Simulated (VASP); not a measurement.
# Be (Pm-3m) in VASP: notebook

The runs below take Be through single point, relaxation of cell and atoms, with PBEsol.

Everything below comes from runs of VASP 6.6.1. Logs are shortened: lines on timing, memory, paths and dates and some standing lists are left out, and cuts for length are marked.

## Step 1: The cell of the first run

Symmetry: Pm-3m, No. 221, cubic system. Conventional cell: a = 1.598 Å, b = 1.598 Å, c = 1.598 Å, α = 90.00°, β = 90.00°, γ = 90.00°. Within 2.1 Å of Be (site symmetry m-3m) lie 6 Be at 1.60 Å.

This isn't the form of Be at room conditions, which is hcp.

## Step 2: Single point, PBEsol

Input file INCAR:

```
SYSTEM = Be
ALGO     = Normal         ! electronic algorithm
EDIFF    = 1E-6           ! SCF threshold, eV
ENCUT    = 520            ! plane-wave cutoff, eV
GGA      = PS             ! functional
ISIF     = 2              ! what is computed and relaxed
ISMEAR   = -1             ! smearing method
LASPH    = .True.         ! aspherical terms in the spheres
LCHARG   = .False.        ! write CHGCAR
LREAL    = .False.        ! projectors in reciprocal space
LWAVE    = .False.        ! write WAVECAR
NBANDS   = 7              ! bands
NELM     = 60             ! most SCF steps
PREC     = Accurate       ! precision mode
SIGMA    = 0.05           ! smearing width, eV
```

Input file KPOINTS:

```
k-points
0
Gamma
  24 24 24
  0 0 0
```

Input file POSCAR:

```
Be
1.0
    1.5981914777      0.0000000000      0.0000000000
    0.0000000000      1.5981914777      0.0000000000
    0.0000000000      0.0000000000      1.5981914777
Be
1
Direct
    0.0000000000      0.0000000000      0.0000000000
```

Potentials or basis: VASP PAW PBE potentials, release 64 (Be).

Run with:

```bash
$ cat potpaw_PBE.64/Be/POTCAR > POTCAR
$ mpirun -np 1 vasp_std > vasp.out
```

OUTCAR:

```text
SYSTEM = Be
   EDIFF = 1E-6
   ENCUT = 520
   GGA = PS
   ISIF = 2
   ISMEAR = -1
   LASPH = .True.
   LREAL = .False.
   NELM = 60
   PREC = Accurate

 ion  position               nearest neighbor table
   1  0.000  0.000  0.000-

  LATTYP: Found a simple cubic cell.
 ALAT       =     1.5981914777

  Lattice vectors:

 A1 = (   1.5981914777,   0.0000000000,   0.0000000000)
 A2 = (   0.0000000000,   1.5981914777,   0.0000000000)
 A3 = (   0.0000000000,   0.0000000000,   1.5981914777)

Analysis of symmetry for initial positions (statically):
=====================================================================
 Subroutine PRICEL returns:
 Original cell was already a primitive cell.

 Routine SETGRP: Setting up the symmetry group for a
 simple cubic supercell.

 Subroutine GETGRP returns: Found 48 space group operations
 (whereof 48 operations were pure point group operations)
 out of a pool of 48 trial point group operations.

The static configuration has the point symmetry O_h .

Analysis of symmetry for dynamics (positions and initial velocities):
=====================================================================
 Subroutine PRICEL returns:
 Original cell was already a primitive cell.

 Routine SETGRP: Setting up the symmetry group for a
 simple cubic supercell.

 Subroutine GETGRP returns: Found 48 space group operations
 (whereof 48 operations were pure point group operations)
 out of a pool of 48 trial point group operations.

The dynamic configuration has the point symmetry O_h .

 Subroutine INISYM returns: Found 48 space group operations
 (whereof 48 operations are pure point group operations),
 and found     1 'primitive' translations

----------------------------------------------------------------------------------------

                                     Primitive cell

  volume of cell :       4.0821

  direct lattice vectors                    reciprocal lattice vectors
     1.598191478  0.000000000  0.000000000     0.625707253  0.000000000  0.000000000
     0.000000000  1.598191478  0.000000000     0.000000000  0.625707253  0.000000000
     0.000000000  0.000000000  1.598191478     0.000000000  0.000000000  0.625707253

  length of vectors
     1.598191478  1.598191478  1.598191478     0.625707253  0.625707253  0.625707253

  position of ions in fractional coordinates (direct lattice)
     0.000000000  0.000000000  0.000000000

  ion indices of the primitive-cell ions
   primitive index   ion index
                 1           1

----------------------------------------------------------------------------------------

 KPOINTS: k-points

Automatic generation of k-mesh.
 Grid dimensions read from file:
 generate k-points for:   24   24   24

 Generating k-lattice:

  Cartesian coordinates                     Fractional coordinates (reciprocal lattice)
     0.026071136  0.000000000  0.000000000     0.041666667  0.000000000  0.000000000
     0.000000000  0.026071136  0.000000000     0.000000000  0.041666667  0.000000000
     0.000000000  0.000000000  0.026071136     0.000000000  0.000000000  0.041666667

  Length of vectors
     0.026071136  0.026071136  0.026071136

  Shift w.r.t. Gamma in fractional coordinates (k-lattice)
     0.000000000  0.000000000  0.000000000

 Subroutine IBZKPT returns following result:
 ===========================================

 Found    455 irreducible k-points:

 Following reciprocal coordinates:
            Coordinates               Weight
  0.000000  0.000000  0.000000      1.000000
  0.041667  0.000000  0.000000      6.000000
  0.083333  0.000000  0.000000      6.000000
  0.125000  0.000000  0.000000      6.000000
  0.166667  0.000000  0.000000      6.000000
  0.208333  0.000000  0.000000      6.000000
[... 16 lines left out ...]
  0.416667  0.041667  0.000000     24.000000
  0.458333  0.041667  0.000000     24.000000
 [... further k-points ...]
   k-points           NKPTS =    455   k-points in BZ     NKDIM =    455   number of bands    NBANDS=      7
   number of dos      NEDOS =    301   number of ions     NIONS =      1
   total plane-waves  NPLWV =   1728
   dimension x,y,z NGX =    12 NGY =   12 NGZ =   12
   dimension x,y,z NGXF=    24 NGYF=   24 NGZF=   24
   ions per type =               1
   NGX,Y,Z   is equivalent  to a cutoff of  12.48, 12.48, 12.48 a.u.
   NGXF,Y,Z  is equivalent  to a cutoff of  24.97, 24.97, 24.97 a.u.
 SYSTEM =  Be
   PREC   = accura    normal or accurate (medium, high low for compatibility)
   ISTART =      0    job   : 0-new  1-cont  2-samecut
   ICHARG =      2    charge: 1-file 2-atom 10-const
   ISPIN  =      1    spin polarized calculation?
   LNONCOLLINEAR =      F non collinear calculations
   LSORBIT =      F    spin-orbit coupling
   LASPH  =      T    aspherical Exc in radial PAW
   ENCUT  =  520.0 eV  38.22 Ry    6.18 a.u.   2.97  2.97  2.97*2*pi/ulx,y,z
   NELM   =     60;   NELMIN=  2; NELMDL= -5     # of ELM steps
   EDIFF  = 0.1E-05   stopping-criterion for ELM
   LREAL  =      F    real-space projection
   EDIFFG = 0.1E-04   stopping-criterion for IOM
   NSW    =      0    number of steps for IOM
   IBRION =     -1    ionic relax: 0-MD 1-quasi-New 2-CG
   NFREE  =      0    steps in history (QN), initial steepest desc. (CG)
   ISIF   =      2    stress and relaxation
   ISYM   =      2    0-nonsym 1-usesym 2-fastsym
   POTIM  = 0.5000    time-step for ionic-motion
   TEBEG  =    0.0;   TEEND  =   0.0 temperature during run
   PSTRESS=    0.0 pullay stress
   NELECT =       2.0000    total number of electrons
   NUPDOWN=      -1.0000    fix difference up-down
   EMIN   =  10.00;   EMAX   =-10.00  energy-range for DOS
   EFERMI =   0.00;   METHOD = LEGACY
   ISMEAR =    -1;   SIGMA  =   0.05  broadening in eV -4-tet -1-fermi 0-gaus
   EFERMI_NEDOS =   21; number of points for ismear=-14 and -15
   IALGO  =     38    algorithm
   IMIX   =      4    mixing-type and parameters
     AMIX     =   0.40;   BMIX     =  1.00
     AMIX_MAG =   1.60;   BMIX_MAG =  1.00
  volume/ion in A,a.u.               =       4.08        27.55
  Fermi-wavevector in a.u.,A,eV,Ry     =   1.290593  2.438867 22.662281  1.665631
  Thomas-Fermi vector in A             =   2.422415
   LORBIT       =      0    0 simple, 1 ext, 2 COOP (PROOUT), +10 PAW based schemes
   GGA     = PS    functional components
   LHFCALC =     F    Hartree Fock is set to
   AEXX    =    0.0000 exact exchange contribution
   IVDW    =     0    specifies the selected vdW correction
   LEPSILON=     F    determine dielectric tensor
   LRPA    =     F    only Hartree local field effects (RPA)
 non-spin polarized calculation
  energy-cutoff  :      520.00
  volume of cell :        4.08
 maximum number of plane-waves:       136
 NGX is ok and might be reduce to    12
   NGX =  5   NGY =  5   NGZ =  5

 number of electron       2.0000000 magnetization

 Free energy of the ion-electron system (eV)
  ---------------------------------------------------
  ext. energy  EPLUGINS =         0.00000000
  ---------------------------------------------------
  free energy    TOTEN  =        -0.01312205 eV

  energy without entropy =       -0.00962322  energy(sigma->0) =       -0.01137263

 E-fermi :  15.5671     XC(G=0): -13.0093

 val. band max:       15.5623305158   @ k =   0.5000   0.1667   0.0417
 cond. band min:      15.5793118442   @ k =   0.4583   0.4167   0.2500
 fundamental gap:      0.0169813284
 Fermi energy:        15.5671271861

 k-point     1 :       0.0000    0.0000    0.0000
  band No.  band energies     occupation
      1      -0.8570      2.00000
      2      40.2537      0.00000
      3      40.2537      0.00000
      4      40.2537      0.00000
      5      47.5597      0.00000
      6      47.5597      0.00000
      7      70.6357      0.00000

 k-point     2 :       0.0417    0.0000    0.0000
  band No.  band energies     occupation
      1      -0.8058      2.00000
      2      38.6482      0.00000
      3      40.3426      0.00000
      4      40.3426      0.00000
      5      47.6593      0.00000
      6      49.3641      0.00000
      7      70.4096      0.00000

 k-point     3 :       0.0833    0.0000    0.0000
  band No.  band energies     occupation
      1      -0.6530      2.00000
      2      35.6723      0.00000
      3      40.6081      0.00000
      4      40.6081      0.00000
      5      47.9577      0.00000
      6      52.9213      0.00000
      7      69.7778      0.00000

 k-point     4 :       0.1250    0.0000    0.0000
  band No.  band energies     occupation
      1      -0.4010      2.00000
      2      32.5524      0.00000
      3      41.0473      0.00000
      4      41.0473      0.00000
      5      48.4542      0.00000
      6      56.9380      0.00000
      7      68.8889      0.00000

 k-point     5 :       0.1667    0.0000    0.0000
  band No.  band energies     occupation
      1      -0.0543      2.00000
      2      29.5514      0.00000
      3      41.6548      0.00000
      4      41.6548      0.00000
      5      49.1475      0.00000
      6      60.8837      0.00000
      7      68.1118      0.00000
[... 161 lines left out ...]
 k-point    22 :       0.3750    0.0417    0.0000
  band No.  band energies     occupation
      1       2.7438      2.00000
      2      18.1287      0.00000
      3      45.5423      0.00000
      4      46.6740      0.00000
      5      56.5470      0.00000
      6      59.2079      0.00000
      7      67.1187      0.00000

 k-point    23 :       0.4167    0.0417    0.0000
  band No.  band energies     occupation
      1       3.2757      2.00000
      2      16.8143      0.00000
      3      46.6460      0.00000
      4      47.6913      0.00000
      5      58.0375      0.00000
      6      58.2479      0.00000
      7      65.1965      0.00000

 k-point    24 :       0.4583    0.0417    0.0000
  band No.  band energies     occupation
      1       3.6531      2.00000
      2      15.9683      0.00065
      3      47.4842      0.00000
      4      48.4365      0.00000
      5      57.4266      0.00000
      6      59.5373      0.00000
      7      63.7698      0.00000

 [... further k-points ...]

------------------------ aborting loop because EDIFF is reached ----------------------------------------

  FORCE on cell =-STRESS in cart. coord.  units (eV):
  Direction    XX          YY          ZZ          XY          YZ          ZX
  --------------------------------------------------------------------------------------
  -------------------------------------------------------------------------------------
  Total        7.4583354      7.4583354      7.4583354      0.0000000      0.0000000      0.0000000
  in kB     2927.2921177   2927.2921177   2927.2921177      0.0000000      0.0000000      0.0000000
  external PRESSURE =    2927.2921177 kB  Pullay stress =       0.0000000 kB

 VOLUME and BASIS-vectors are now :
 -----------------------------------------------------------------------------
  energy-cutoff  :      520.00
  volume of cell :        4.08
      direct lattice vectors                 reciprocal lattice vectors
     1.598191478  0.000000000  0.000000000     0.625707253  0.000000000  0.000000000
     0.000000000  1.598191478  0.000000000     0.000000000  0.625707253  0.000000000
     0.000000000  0.000000000  1.598191478     0.000000000  0.000000000  0.625707253

 POSITION                                       TOTAL-FORCE (eV/Angst)
 -----------------------------------------------------------------------------------
      0.00000      0.00000      0.00000         0.000000      0.000000      0.000000
 -----------------------------------------------------------------------------------
    total drift:                               -0.000000     -0.000000     -0.000000

  FREE ENERGIE OF THE ION-ELECTRON SYSTEM (eV)
  ---------------------------------------------------
  free  energy   TOTEN  =        -0.0131220471 eV

  energy  without entropy=       -0.0096232217  energy(sigma->0) =       -0.01137263
```

Run time: 5.7 s. Hardware: 1 thread of Intel Xeon Platinum 8559C (Emerald Rapids), shared host; peak memory 0.11 GiB.

Results:

| Property | Result |
| --- | --- |
| Free energy | -0.0131 eV |
| Pressure | 292.7 GPa |
| Band gap on the k mesh | zero (bands 1 and 2 overlap by 9.95 eV) |

Levels at points of the mesh, in eV from the Fermi level:
```tsv
k point	band 1	band 2	band 3	band 4
(0.00, 0.00, 0.00)	-16.42	24.69	24.69	24.69
(0.50, 0.00, 0.00)	-11.87	0.11	33.07	33.07
(0.50, 0.50, 0.00)	-0.89	-0.89	7.35	19.42
(0.50, 0.50, 0.50)	9.07	9.07	9.07	20.05
```

Caveat: the cell stands under pressure; the PAW data sets were made with another functional, which shifts forces and pressure a little.

## Step 3: Single point, PBEsol

Input file INCAR:

```
PREC = Accurate
ENCUT = 520
EDIFF = 1E-7
ISMEAR = -1
SIGMA = 0.05
LREAL = False
LASPH = True
NELM = 80
ALGO = Normal
ISIF = 2
LWAVE = False
LCHARG = True
GGA = PS
LELF = True
LVHAR = True
NBANDS = 7
```

Input file KPOINTS:

```
Automatic mesh
0
Gamma
  24 24 24
```

Input file POSCAR:

```
Be
1.0
    1.5975360785      0.0000000000      0.0000000000
    0.0000000000      1.5975360785      0.0000000000
    0.0000000000      0.0000000000      1.5975360785
Be
1
Direct
    0.0000000000      0.0000000000      0.0000000000
```

Potentials or basis: VASP PAW PBE potentials, release 64 (Be).

Run with:

```bash
$ cat potpaw_PBE.64/Be/POTCAR > POTCAR
$ mpirun -np 1 vasp_std > vasp.out
```

Wall time 6.9 s (1 thread of Intel Xeon Platinum 8559C (Emerald Rapids), shared host); peak memory 0.11 GiB.

The run converged. Its results:

| Quantity | Value |
| --- | --- |
| Free energy | -0.0039 eV |
| Pressure | 293.6 GPa |
| Band gap on the k mesh | zero (bands 1 and 2 overlap by 9.96 eV) |

Levels at points of the mesh, in eV from the Fermi level:
| k point | band 1 | band 2 | band 3 | band 4 |
| --- | --- | --- | --- | --- |
| (0.00, 0.00, 0.00) | -16.43 | 24.71 | 24.71 | 24.71 |
| (0.50, 0.00, 0.00) | -11.89 | 0.12 | 33.09 | 33.09 |
| (0.50, 0.50, 0.00) | -0.89 | -0.89 | 7.35 | 19.44 |
| (0.50, 0.50, 0.50) | 9.07 | 9.07 | 9.07 | 20.07 |

Caveat: the cell stands under pressure; the PAW data sets were made with another functional, which shifts forces and pressure a little.

## Step 4: Relaxation of cell and atoms, PBEsol, target pressure 290 GPa, at which the enthalpy is minimised

This run uses another cell than the first one, of 3.87 Å³/atom.

Input file INCAR:

```
PREC = Accurate ; ENCUT = 600
EDIFF = 1E-6 ; ISMEAR = -1
SIGMA = 0.05 ; LREAL = False
LASPH = True ; NELM = 60
ALGO = Normal ; ISIF = 3
LWAVE = False ; LCHARG = False
GGA = PS ; IBRION = 2
NSW = 60 ; EDIFFG = -0.005
PSTRESS = 2900.0
```

KPOINTS is that of step 3.

Input file POSCAR:

```
Be
1.0
    1.5698633068      0.0000000000      0.0000000000
    0.0000000000      1.5698633068      0.0000000000
    0.0000000000      0.0000000000      1.5698633068
Be
1
Direct
    0.0000000000      0.0000000000      0.0000000000
```

Run with:

```bash
$ cat potpaw_PBE.64/Be/POTCAR > POTCAR
$ mpirun -np 1 vasp_std > vasp.out
```

Wall time 8.7 s (1 thread of Intel Xeon Platinum 8559C (Emerald Rapids), shared host); peak memory 0.12 GiB.

The run converged. Its results:

| Quantity | Value |
| --- | --- |
| Free energy | -0.0418 eV |
| Relaxed volume | 4.10 Å³/atom |
| Relaxed cell | a = 1.600 Å, b = 1.600 Å, c = 1.600 Å, α = 90.00°, β = 90.00°, γ = 90.00° |
| Space group after relaxing (to 0.1 Å) | Pm-3m (No. 221) |
| Energy change on relaxing (the run minimises the enthalpy) | -446.2 meV/atom |
| Ionic steps | 4 |
| Pressure after relaxing | 289.9 GPa |
| Band gap on the k mesh | zero (bands 1 and 2 overlap by 9.92 eV) |

The path:
```csv
step,energy change (eV),largest force (eV/Å),pressure (GPa),volume (Å³)
1,0.0000,0.0000,336.45,3.87
2,-1.1370,0.0000,223.76,4.53
3,-0.4610,0.0000,288.47,4.11
4,-0.4462,0.0000,289.93,4.10
```

Final structure:
```xyz
1
Lattice="1.6002 0.0000 0.0000 0.0000 1.6002 0.0000 0.0000 0.0000 1.6002" Properties=species:S:1:pos:R:3 pbc="T T T"
Be    0.0000    0.0000    0.0000
```

Levels at points of the mesh, in eV from the Fermi level:
```csv
k point,band 1,band 2,band 3,band 4,band 5
"(0.00, 0.00, 0.00)",-16.39,24.63,24.63,24.63,31.92
"(0.50, 0.00, 0.00)",-11.83,0.10,32.98,32.98,43.42
"(0.50, 0.50, 0.00)",-0.87,-0.87,7.35,19.34,40.05
"(0.50, 0.50, 0.50)",9.05,9.05,9.05,20.02,20.02
```

Caveat: the cell is relaxed towards a set pressure, so the run minimises the enthalpy, not the energy; the PAW data sets were made with another functional, which shifts forces and pressure a little.

## Step 5: Relaxation of cell and atoms, PBEsol, target pressure 290 GPa, at which the enthalpy is minimised

Input file INCAR:

```
SYSTEM = Be
PREC = Accurate
ENCUT = 600
EDIFF = 1E-6
ISMEAR = -1
SIGMA = 0.05
LREAL = .False.
LASPH = .True.
NELM = 60
ALGO = Normal
ISIF = 3
LWAVE = .False.
LCHARG = .False.
GGA = PS
IBRION = 2
NSW = 32
EDIFFG = -0.005
PSTRESS = 2900.0
```

Input file KPOINTS:

```
regular mesh
0
Gamma
  24 24 24
  0 0 0
```

Input file POSCAR:

```
Be
1.0
    1.5981914777      0.0000000000      0.0000000000
    0.0000000000      1.5981914777      0.0000000000
    0.0000000000      0.0000000000      1.5981914777
Be
1
Direct
    0.0000000000      0.0000000000      0.0000000000
```

Run with:

```bash
$ cat potpaw_PBE.64/Be/POTCAR > POTCAR
$ mpirun -np 1 vasp_std > vasp.out
```

Run time: 9.6 s. Hardware: 1 thread of Intel Xeon Platinum 8559C (Emerald Rapids), shared host; peak memory 0.11 GiB.

Results (log left out):

| Quantity | Value |
| --- | --- |
| Free energy | -0.0410 eV |
| Relaxed volume | 4.10 Å³/atom |
| Relaxed cell | a = 1.600 Å, b = 1.600 Å, c = 1.600 Å, α = 90.00°, β = 90.00°, γ = 90.00° |
| Space group after relaxing (to 0.1 Å) | Pm-3m (No. 221) |
| Energy change on relaxing (the run minimises the enthalpy) | -27.8 meV/atom |
| Ionic steps | 3 |
| Pressure after relaxing | 290.0 GPa |
| Band gap on the k mesh | zero (bands 1 and 2 overlap by 9.92 eV) |

Step by step:
```csv
step,energy change (eV),largest force (eV/Å),pressure (GPa),volume (Å³)
1,0.0000,0.0000,292.71,4.08
2,-0.0740,0.0000,285.50,4.12
3,-0.0278,0.0000,289.98,4.10
```

Final structure:
```
Be
1.0
     1.60019    0.00000    0.00000
     0.00000    1.60019    0.00000
     0.00000    0.00000    1.60019
Be
1
Direct
  0.00000 0.00000 0.00000
```

Levels at points of the mesh, in eV from the Fermi level:
```
           k point  band 1  band 2  band 3  band 4  band 5
(0.00, 0.00, 0.00)  -16.39   24.63   24.63   24.63   31.93
(0.50, 0.00, 0.00)  -11.83    0.10   32.98   32.98   43.43
(0.50, 0.50, 0.00)   -0.87   -0.87    7.35   19.35   40.05
(0.50, 0.50, 0.50)    9.05    9.05    9.05   20.02   20.02
```

Caveat: the cell is relaxed towards a set pressure, so the run minimises the enthalpy, not the energy; the PAW data sets were made with another functional, which shifts forces and pressure a little.

## Step 6: Overview

```tsv
task	cell	cutoff (eV)	gap on the mesh (eV)	pressure (GPa)
single point	a = 1.598 Å, 1 atom	520	none	293.6
relaxation of cell and atoms	relaxed to 290 GPa from a = 1.570 Å, 1 atom	600	none	289.9
relaxation of cell and atoms	relaxed to 290 GPa from a = 1.598 Å, 1 atom	600	none	290.0
```

Alike in all rows: level PBEsol; potentials or basis VASP PAW PBE potentials, release 64 (Be); no spin polarisation; k mesh 24 × 24 × 24; smearing fermi-dirac 0.05 eV.

Caveats: the PAW data sets were made with another functional, which shifts forces and pressure a little; the cell is relaxed towards a set pressure, so the run minimises the enthalpy, not the energy (at least some runs); the cell stands under pressure (at least some runs).

Total energies depend on the potentials used, so only differences within one code and one set of settings carry meaning.
